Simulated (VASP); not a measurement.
# SiNi (Pnma) in VASP: a series of runs

The runs below take SiNi through single point, with PBEsol.

Everything below comes from runs of VASP 6.6.1. Logs are shortened: lines on timing, memory, paths and dates and some standing lists are left out, and cuts for length are marked.

## Step 1: The cell of the first run

It takes space group Pnma (No. 62, orthorhombic). The conventional cell has a = 5.088 Å, b = 3.358 Å, c = 5.528 Å, α = 90.00°, β = 90.00°, γ = 90.00°. Si (site symmetry m) has 6 Ni at 2.26 to 2.38 Å and 2 Si at 2.65 Å within 3.0 Å. Within 3.0 Å of Ni (site symmetry m) lie 6 Si at 2.26 to 2.38 Å and 4 Ni at 2.64 to 2.67 Å.

## Step 2: Single point, PBEsol

Input file INCAR:

```
PREC     = Accurate       # precision mode
ENCUT    = 520            # plane-wave cutoff, eV
EDIFF    = 1E-7           # SCF threshold, eV
ISMEAR   = 0              # smearing method
SIGMA    = 0.1            # smearing width, eV
LREAL    = F              # projectors in reciprocal space
LASPH    = T              # aspherical terms in the spheres
NELM     = 100            # most SCF steps
ALGO     = Normal         # electronic algorithm
ISIF     = 2              # what is computed and relaxed
LWAVE    = F              # write WAVECAR
LCHARG   = F              # write CHGCAR
GGA      = PS             # functional
NBANDS   = 38             # bands
```

Input file KPOINTS:

```
Automatic mesh
0
Gamma
  10 7 6
```

Input file POSCAR:

```
SiNi
1.0
    3.3577714947      0.0000000000      0.0000000000
    0.0000000000      5.0878282939      0.0000000000
    0.0000000000      0.0000000000      5.5278301779
Si Ni
4 4
Direct
    0.2500000000      0.3214276659      0.0865554857
    0.7500000000      0.1785723341      0.5865554857
    0.2500000000      0.8214276659      0.4134445143
    0.7500000000      0.6785723341      0.9134445143
    0.7500000000      0.0093007277      0.1873863645
    0.2500000000      0.4906992723      0.6873863645
    0.7500000000      0.5093007277      0.3126136355
    0.2500000000      0.9906992723      0.8126136355
```

Potentials or basis: VASP PAW PBE potentials, release 64 (Si, Ni).

The run is started by

```console
$ cat potpaw_PBE.64/Si/POTCAR potpaw_PBE.64/Ni/POTCAR > POTCAR
$ mpirun -np 1 vasp_std > vasp.out
```

OUTCAR:

```text
PREC = Accurate
   ENCUT = 520
   EDIFF = 1E-7
   ISMEAR = 0
   LREAL = F
   LASPH = T
   NELM = 100
   ISIF = 2
   GGA = PS

 ion  position               nearest neighbor table
   1  0.250  0.321  0.087-   8 2.26   7 2.30   7 2.30   6 2.37   5 2.38   5 2.38   4 2.65   4 2.65
                             3 3.12   3 3.12
   2  0.750  0.179  0.587-   7 2.26   8 2.30   8 2.30   5 2.37   6 2.38   6 2.38   3 2.65   3 2.65
                             4 3.12   4 3.12
   3  0.250  0.821  0.413-   6 2.26   5 2.30   5 2.30   8 2.37   7 2.38   7 2.38   2 2.65   2 2.65
                             1 3.12   1 3.12
   4  0.750  0.679  0.913-   5 2.26   6 2.30   6 2.30   7 2.37   8 2.38   8 2.38   1 2.65   1 2.65
                             2 3.12   2 3.12
   5  0.750  0.009  0.187-   4 2.26   3 2.30   3 2.30   2 2.37   1 2.38   1 2.38   7 2.64   7 2.64
                             8 2.67   8 2.67
   6  0.250  0.491  0.687-   3 2.26   4 2.30   4 2.30   1 2.37   2 2.38   2 2.38   8 2.64   8 2.64
                             7 2.67   7 2.67
   7  0.750  0.509  0.313-   2 2.26   1 2.30   1 2.30   4 2.37   3 2.38   3 2.38   5 2.64   5 2.64
                             6 2.67   6 2.67
   8  0.250  0.991  0.813-   1 2.26   2 2.30   2 2.30   3 2.37   4 2.38   4 2.38   6 2.64   6 2.64
                             5 2.67   5 2.67

  LATTYP: Found a simple orthorhombic cell.
 ALAT       =     3.3577714947
 B/A-ratio  =     1.5152395873
 C/A-ratio  =     1.6462794406

  Lattice vectors:

 A1 = (   3.3577714947,   0.0000000000,   0.0000000000)
 A2 = (   0.0000000000,   5.0878282939,   0.0000000000)
 A3 = (   0.0000000000,   0.0000000000,   5.5278301779)

Analysis of symmetry for initial positions (statically):
=====================================================================
 Subroutine PRICEL returns:
 Original cell was already a primitive cell.

 Routine SETGRP: Setting up the symmetry group for a
 simple orthorhombic supercell.

 Subroutine GETGRP returns: Found  8 space group operations
 (whereof  2 operations were pure point group operations)
 out of a pool of  8 trial point group operations.

The static configuration has the point symmetry S_2 .
 The point group associated with its full space group is D_2h.

Analysis of symmetry for dynamics (positions and initial velocities):
=====================================================================
 Subroutine PRICEL returns:
 Original cell was already a primitive cell.

 Routine SETGRP: Setting up the symmetry group for a
 simple orthorhombic supercell.

 Subroutine GETGRP returns: Found  8 space group operations
 (whereof  2 operations were pure point group operations)
 out of a pool of  8 trial point group operations.

The dynamic configuration has the point symmetry S_2 .
 The point group associated with its full space group is D_2h.

 Subroutine INISYM returns: Found  8 space group operations
 (whereof  2 operations are pure point group operations),
 and found     1 'primitive' translations

----------------------------------------------------------------------------------------

                                     Primitive cell

  volume of cell :      94.4362

  direct lattice vectors                    reciprocal lattice vectors
     3.357771495  0.000000000  0.000000000     0.297816573  0.000000000  0.000000000
     0.000000000  5.087828294  0.000000000     0.000000000  0.196547513  0.000000000
     0.000000000  0.000000000  5.527830178     0.000000000  0.000000000  0.180902808

  length of vectors
     3.357771495  5.087828294  5.527830178     0.297816573  0.196547513  0.180902808

  position of ions in fractional coordinates (direct lattice)
     0.250000000  0.321427666  0.086555486
     0.750000000  0.178572334  0.586555486
     0.250000000  0.821427666  0.413444514
     0.750000000  0.678572334  0.913444514
     0.750000000  0.009300728  0.187386365
     0.250000000  0.490699272  0.687386365
     0.750000000  0.509300728  0.312613635
     0.250000000  0.990699272  0.812613635

  ion indices of the primitive-cell ions
   primitive index   ion index
                 1           1
                 2           2
                 3           3
                 4           4
                 5           5
                 6           6
                 7           7
                 8           8

----------------------------------------------------------------------------------------

 KPOINTS: Automatic mesh

Automatic generation of k-mesh.
 Grid dimensions read from file:
 generate k-points for:   10    7    6

 Generating k-lattice:

  Cartesian coordinates                     Fractional coordinates (reciprocal lattice)
     0.029781657  0.000000000  0.000000000     0.100000000  0.000000000  0.000000000
     0.000000000  0.028078216  0.000000000     0.000000000  0.142857143  0.000000000
     0.000000000  0.000000000  0.030150468     0.000000000  0.000000000  0.166666667

  Length of vectors
     0.029781657  0.028078216  0.030150468

  Shift w.r.t. Gamma in fractional coordinates (k-lattice)
     0.000000000  0.000000000  0.000000000

 Subroutine IBZKPT returns following result:
 ===========================================

 Found     96 irreducible k-points:

 Following reciprocal coordinates:
            Coordinates               Weight
  0.000000  0.000000  0.000000      1.000000
  0.100000  0.000000  0.000000      2.000000
  0.200000  0.000000  0.000000      2.000000
  0.300000  0.000000  0.000000      2.000000
  0.400000  0.000000  0.000000      2.000000
  0.500000  0.000000  0.000000      1.000000
[... 16 lines left out ...]
  0.400000  0.428571  0.000000      4.000000
  0.500000  0.428571  0.000000      2.000000
 [... further k-points ...]
   k-points           NKPTS =     96   k-points in BZ     NKDIM =     96   number of bands    NBANDS=     38
   number of dos      NEDOS =    301   number of ions     NIONS =      8
   total plane-waves  NPLWV =  47040
   dimension x,y,z NGX =    28 NGY =   40 NGZ =   42
   dimension x,y,z NGXF=    56 NGYF=   80 NGZF=   84
   ions per type =               4   4
   NGX,Y,Z   is equivalent  to a cutoff of  13.86, 13.07, 12.63 a.u.
   NGXF,Y,Z  is equivalent  to a cutoff of  27.73, 26.14, 25.26 a.u.
 SYSTEM =  unknown system
   PREC   = accura    normal or accurate (medium, high low for compatibility)
   ISTART =      0    job   : 0-new  1-cont  2-samecut
   ICHARG =      2    charge: 1-file 2-atom 10-const
   ISPIN  =      1    spin polarized calculation?
   LNONCOLLINEAR =      F non collinear calculations
   LSORBIT =      F    spin-orbit coupling
   LASPH  =      T    aspherical Exc in radial PAW
   ENCUT  =  520.0 eV  38.22 Ry    6.18 a.u.   6.24  9.46 10.28*2*pi/ulx,y,z
   NELM   =    100;   NELMIN=  2; NELMDL= -5     # of ELM steps
   EDIFF  = 0.1E-06   stopping-criterion for ELM
   LREAL  =      F    real-space projection
   EDIFFG = 0.1E-05   stopping-criterion for IOM
   NSW    =      0    number of steps for IOM
   IBRION =     -1    ionic relax: 0-MD 1-quasi-New 2-CG
   NFREE  =      0    steps in history (QN), initial steepest desc. (CG)
   ISIF   =      2    stress and relaxation
   ISYM   =      2    0-nonsym 1-usesym 2-fastsym
   POTIM  = 0.5000    time-step for ionic-motion
   TEBEG  =    0.0;   TEEND  =   0.0 temperature during run
   PSTRESS=    0.0 pullay stress
   NELECT =      56.0000    total number of electrons
   NUPDOWN=      -1.0000    fix difference up-down
   EMIN   =  10.00;   EMAX   =-10.00  energy-range for DOS
   EFERMI =   0.00;   METHOD = LEGACY
   ISMEAR =     0;   SIGMA  =   0.10  broadening in eV -4-tet -1-fermi 0-gaus
   EFERMI_NEDOS =   21; number of points for ismear=-14 and -15
   IALGO  =     38    algorithm
   IMIX   =      4    mixing-type and parameters
     AMIX     =   0.40;   BMIX     =  1.00
     AMIX_MAG =   1.60;   BMIX_MAG =  1.00
  volume/ion in A,a.u.               =      11.80        79.66
  Fermi-wavevector in a.u.,A,eV,Ry     =   1.375386  2.599104 25.737977  1.891688
  Thomas-Fermi vector in A             =   2.500727
   LORBIT       =      0    0 simple, 1 ext, 2 COOP (PROOUT), +10 PAW based schemes
   GGA     = PS    functional components
   LHFCALC =     F    Hartree Fock is set to
   AEXX    =    0.0000 exact exchange contribution
   IVDW    =     0    specifies the selected vdW correction
   LEPSILON=     F    determine dielectric tensor
   LRPA    =     F    only Hartree local field effects (RPA)
 non-spin polarized calculation
 Gauss-broadening in eV      SIGMA  =   0.10
  energy-cutoff  :      520.00
  volume of cell :       94.44
 maximum number of plane-waves:      2568
 NGX is ok and might be reduce to    28
   NGX = 13   NGY = 19   NGZ = 21

 number of electron      56.0000019 magnetization

 Free energy of the ion-electron system (eV)
  ---------------------------------------------------
  ext. energy  EPLUGINS =         0.00000000
  ---------------------------------------------------
  free energy    TOTEN  =       -52.26826002 eV

  energy without entropy =      -52.25728273  energy(sigma->0) =      -52.26277137

 E-fermi :  10.6813     XC(G=0): -12.4543

 val. band max:       10.6638413833   @ k =   0.0000   0.2857   0.1667
 cond. band min:      10.6910135137   @ k =   0.2000   0.1429   0.3333
 fundamental gap:      0.0271721304
 Fermi energy:        10.6812840884

 k-point     1 :       0.0000    0.0000    0.0000
  band No.  band energies     occupation
      1      -2.5145      2.00000
      2       0.9991      2.00000
      3       2.1753      2.00000
      4       2.8455      2.00000
      5       4.0346      2.00000
      6       4.5643      2.00000
[... 30 lines left out ...]
     37      16.9608      0.00000
     38      17.3567      0.00000

 k-point     2 :       0.1000    0.0000    0.0000
  band No.  band energies     occupation
      1      -2.3841      2.00000
      2       1.1016      2.00000
      3       2.2822      2.00000
      4       2.8999      2.00000
      5       4.1512      2.00000
      6       4.5902      2.00000
[... 30 lines left out ...]
     37      16.6782      0.00000
     38      17.5487      0.00000
[... 859 lines left out ...]
     37      17.3018      0.00000
     38      17.3739      0.00000

 k-point    24 :       0.5000    0.4286    0.0000
  band No.  band energies     occupation
      1       1.3776      2.00000
      2       1.3776      2.00000
      3       1.9152      2.00000
      4       1.9152      2.00000
      5       5.0730      2.00000
      6       5.0730      2.00000
[... 30 lines left out ...]
     37      17.9977      0.00000
     38      18.0034      0.00000

 [... further k-points ...]
[... 5 lines left out ...]
  --------------------------------------------------------------------------------------
  -------------------------------------------------------------------------------------
  Total       -0.2935175      0.7300171     -0.0361714      0.0000000      0.0000000      0.0000000
  in kB       -4.9797352     12.3852656     -0.6136744      0.0000000      0.0000000      0.0000000
  external PRESSURE =       2.2639520 kB  Pullay stress =       0.0000000 kB

 VOLUME and BASIS-vectors are now :
 -----------------------------------------------------------------------------
  energy-cutoff  :      520.00
  volume of cell :       94.44
      direct lattice vectors                 reciprocal lattice vectors
     3.357771495  0.000000000  0.000000000     0.297816573  0.000000000  0.000000000
     0.000000000  5.087828294  0.000000000     0.000000000  0.196547513  0.000000000
     0.000000000  0.000000000  5.527830178     0.000000000  0.000000000  0.180902808

 POSITION                                       TOTAL-FORCE (eV/Angst)
 -----------------------------------------------------------------------------------
      0.83944      1.63537      0.47846         0.000000     -0.009564     -0.002327
      2.51833      0.90855      3.24238         0.000000      0.009564     -0.002327
      0.83944      4.17928      2.28545         0.000000     -0.009564      0.002327
      2.51833      3.45246      5.04937         0.000000      0.009564      0.002327
      2.51833      0.04732      1.03584         0.000000      0.014675     -0.015329
      0.83944      2.49659      3.79976        -0.000000     -0.014675     -0.015329
      2.51833      2.59123      1.72808        -0.000000      0.014675      0.015329
      0.83944      5.04051      4.49199        -0.000000     -0.014675      0.015329
 -----------------------------------------------------------------------------------
    total drift:                                0.000000     -0.000000      0.000000

  FREE ENERGIE OF THE ION-ELECTRON SYSTEM (eV)
  ---------------------------------------------------
  free  energy   TOTEN  =       -52.2682600229 eV

  energy  without entropy=      -52.2572827266  energy(sigma->0) =      -52.26277137
```

Run time: 3.4 min. Hardware: 1 thread of Intel Xeon Platinum 8488C (Sapphire Rapids), shared host; peak memory 0.38 GiB.

Results:

| Property | Result |
| --- | --- |
| Free energy | -52.2683 eV |
| Pressure | 0.2 GPa |
| Largest force | 0.021 eV/Å |
| Band gap on the k mesh | zero (bands 28 and 29 overlap by 1.97 eV) |

Forces on the atoms (eV/Å):
```
Si   0.000 -0.010 -0.002
Si   0.000  0.010 -0.002
Si   0.000 -0.010  0.002
Si   0.000  0.010  0.002
Ni   0.000  0.015 -0.015
Ni   0.000 -0.015 -0.015
Ni   0.000  0.015  0.015
Ni   0.000 -0.015  0.015
```

Stress tensor (GPa, compression positive):
```
-0.50  0.00  0.00
 0.00  1.24  0.00
 0.00  0.00 -0.06
```

Caveat: the PAW data sets were made with another functional, which shifts forces and pressure a little.

## Step 3: Single point, PBEsol

Input file INCAR:

```
PREC = Accurate
ENCUT = 520
EDIFF = 1E-6
ISMEAR = 0
SIGMA = 0.1
LREAL = F
LASPH = T
NELM = 60
ALGO = Normal
ISIF = 2
LWAVE = F
LCHARG = F
GGA = PS
NBANDS = 38
```

Input file KPOINTS:

```
Automatic mesh
0
Gamma
  8 10 6
```

Input file POSCAR:

```
SiNi
1.0
    5.0878282939      0.0000000000      0.0000000000
    0.0000000000      3.3577714947      0.0000000000
    0.0000000000      0.0000000000      5.5278301779
Si Ni
4 4
Direct
    0.3214276659      0.7500000000      0.0865554857
    0.1785723341      0.2500000000      0.5865554857
    0.8214276659      0.7500000000      0.4134445143
    0.6785723341      0.2500000000      0.9134445143
    0.0093007277      0.2500000000      0.1873863645
    0.4906992723      0.7500000000      0.6873863645
    0.5093007277      0.2500000000      0.3126136355
    0.9906992723      0.7500000000      0.8126136355
```

Potentials or basis: VASP PAW PBE potentials, release 64 (Si, Ni).

The run is started by

```console
$ cat potpaw_PBE.64/Si/POTCAR potpaw_PBE.64/Ni/POTCAR > POTCAR
$ mpirun -np 1 vasp_std > vasp.out
```

Run time: 4.2 min. Hardware: 1 thread of Intel Xeon Platinum 8488C (Sapphire Rapids), shared host; peak memory 0.43 GiB.

The run converged. Its results:

- Free energy: -52.2721 eV
- Pressure: 0.2 GPa
- Largest force: 0.017 eV/Å
- Band gap on the k mesh: zero (bands 28 and 29 overlap by 1.89 eV)

Forces on the atoms (eV/Å):
```
Si  -0.001  0.000  0.001
Si   0.001  0.000  0.001
Si  -0.001  0.000 -0.001
Si   0.001  0.000 -0.001
Ni   0.016  0.000 -0.005
Ni  -0.016  0.000 -0.005
Ni   0.016  0.000  0.005
Ni  -0.016  0.000  0.005
```

Stress tensor (GPa, compression positive):
```
0.28 0.00 0.00
0.00 0.14 0.00
0.00 0.00 0.19
```

Levels at points of the mesh, in eV from the Fermi level:
| k point | band 25 | band 26 | band 27 | band 28 | band 29 | band 30 | band 31 | band 32 |
| --- | --- | --- | --- | --- | --- | --- | --- | --- |
| (0.00, 0.00, 0.00) | -1.80 | -1.29 | -1.15 | -0.93 | 0.67 | 1.39 | 3.36 | 3.85 |
| (0.50, 0.00, 0.00) | -1.88 | -1.88 | 1.02 | 1.02 | 1.12 | 1.12 | 3.73 | 3.73 |
| (0.00, 0.50, 0.00) | -1.97 | -1.97 | -1.44 | -1.44 | -0.59 | -0.59 | 2.08 | 2.08 |
| (0.50, 0.50, 0.00) | -1.74 | -1.74 | -1.74 | -1.74 | 0.51 | 0.51 | 0.51 | 0.51 |
| (0.00, 0.00, 0.50) | -1.41 | -1.41 | -0.20 | -0.20 | 0.87 | 0.87 | 3.37 | 3.37 |
| (0.50, 0.00, 0.50) | -0.98 | -0.98 | 0.84 | 0.84 | 2.34 | 2.34 | 2.68 | 2.68 |
| (0.00, 0.50, 0.50) | -2.05 | -2.05 | -1.73 | -1.73 | 0.20 | 0.20 | 1.39 | 1.39 |
| (0.50, 0.50, 0.50) | -1.94 | -1.94 | -1.94 | -1.94 | 2.66 | 2.66 | 2.66 | 2.66 |

Caveat: the PAW data sets were made with another functional, which shifts forces and pressure a little. Spin polarisation is off, so any magnetic state and its effect on volume and gap are missing.

## Step 4: Single point, PBEsol (10.39 Å³/atom)

This run uses another cell than the first one, of 10.39 Å³/atom.

Input file INCAR:

```
PREC = Accurate ; ENCUT = 520
EDIFF = 1E-6 ; ISMEAR = 0
SIGMA = 0.1 ; LREAL = F
LASPH = T ; NELM = 80
ALGO = Normal ; ISIF = 2
LWAVE = F ; LCHARG = F
GGA = PS ; NBANDS = 38
```

Input file KPOINTS:

```
regular mesh
0
Gamma
  8 10 6
```

Input file POSCAR:

```
SiNi
1.0
    4.8215570521      0.0000000000      0.0000000000
    0.0000000000      3.3891980466      0.0000000000
    0.0000000000      0.0000000000      5.0855354891
Si Ni
4 4
Direct
    0.3305416840      0.7500000000      0.1036888449
    0.1694583160      0.2500000000      0.6036888449
    0.8305416840      0.7500000000      0.3963111551
    0.6694583160      0.2500000000      0.8963111551
    0.0178922080      0.2500000000      0.1795690321
    0.4821077920      0.7500000000      0.6795690321
    0.5178922080      0.2500000000      0.3204309679
    0.9821077920      0.7500000000      0.8204309679
```

The run is started by

```console
$ cat potpaw_PBE.64/Si/POTCAR potpaw_PBE.64/Ni/POTCAR > POTCAR
$ mpirun -np 1 vasp_std > vasp.out
```

Wall time 9.5 min (1 thread of Intel Xeon 8259CL, shared host); peak memory 0.4 GiB.

The run converged. Its results:

```yaml
Free_energy: -51.3211 eV
Pressure: 29.1 GPa
Largest_force: 0.021 eV/Å
Band_gap_on_the_k_mesh: zero (bands 28 and 29 overlap by 1.87 eV)
```

Forces in eV/Å, atoms in the order of the input:
```
Si  -0.001  0.000  0.010
Si   0.001  0.000  0.010
Si  -0.001  0.000 -0.010
Si   0.001  0.000 -0.010
Ni   0.017  0.000 -0.013
Ni  -0.017  0.000 -0.013
Ni   0.017  0.000  0.013
Ni  -0.017  0.000  0.013
```

Stress tensor (GPa, compression positive):
```
29.12  0.00  0.00
 0.00 29.20  0.00
 0.00  0.00 29.03
```

Levels at points of the mesh, in eV from the Fermi level:
| k point | band 26 | band 27 | band 28 | band 29 | band 30 | band 31 |
| --- | --- | --- | --- | --- | --- | --- |
| (0.00, 0.00, 0.00) | -1.20 | -1.10 | -0.56 | 0.94 | 2.07 | 2.98 |
| (0.50, 0.00, 0.00) | -1.90 | 0.26 | 0.26 | 1.58 | 1.58 | 3.29 |
| (0.00, 0.50, 0.00) | -2.48 | -1.36 | -1.36 | -0.46 | -0.46 | 2.71 |
| (0.50, 0.50, 0.00) | -1.97 | -1.97 | -1.97 | 0.95 | 0.95 | 0.95 |
| (0.00, 0.00, 0.50) | -1.07 | 0.37 | 0.37 | 0.43 | 0.43 | 3.34 |
| (0.50, 0.00, 0.50) | -0.21 | 1.34 | 1.34 | 1.91 | 1.91 | 2.20 |
| (0.00, 0.50, 0.50) | -2.31 | -1.73 | -1.73 | 0.44 | 0.44 | 1.69 |
| (0.50, 0.50, 0.50) | -2.17 | -2.17 | -2.17 | 3.58 | 3.58 | 3.58 |

Caveat: the cell stands under pressure; the PAW data sets were made with another functional, which shifts forces and pressure a little.

(Continued in part 2 of 2.)

The gap in the log of VASP goes by the Fermi energy; the results here count the filled bands.